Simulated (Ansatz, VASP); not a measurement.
# Two plane-wave programs on SnSe2

```
Sn Se
1.0
     3.84056    0.00000    0.00000
    -1.92028    3.32602    0.00000
     0.00000    0.00000    6.52654
Sn Se
1 2
Direct
  0.00000 0.00000 0.00000
  0.33333 0.66667 0.24116
  0.66667 0.33333 0.75884
```

Alike in both runs: functional r2SCAN; k mesh 12 × 12 × 6; occupations gaussian, width 0.02 eV; no spin polarisation.

Ansatz relaxed the structure, and its values are those at the end. VASP's run is a single point on that final structure, the one shown.

|  | VASP | Ansatz |
| --- | --- | --- |
| version | VASP 6.6.1 | Ansatz 0.2.0 |
| potentials or method | VASP PAW PBE potentials, release 64 (Sn_d, Se), cutoff 550 eV | scalar-relativistic, plane waves, PAW |
| valence electrons in the cell | 26 | 46 |

```csv
,VASP,Ansatz,Ansatz less VASP
gap on the k mesh at the Fermi level (eV),1.02,1.02,-0.003
least direct gap on the mesh (eV),1.46,1.46,-0.002
pressure (GPa),0.1,0.0,-0.05
rms of the force components (eV/Å),0.006,0.000,-0.0056
```

VASP's potentials were made for PBE, not for r2SCAN. VASP's potentials hold 26 valence electrons a cell and Ansatz's 46, so a difference there can come from the potentials and not from the codes.
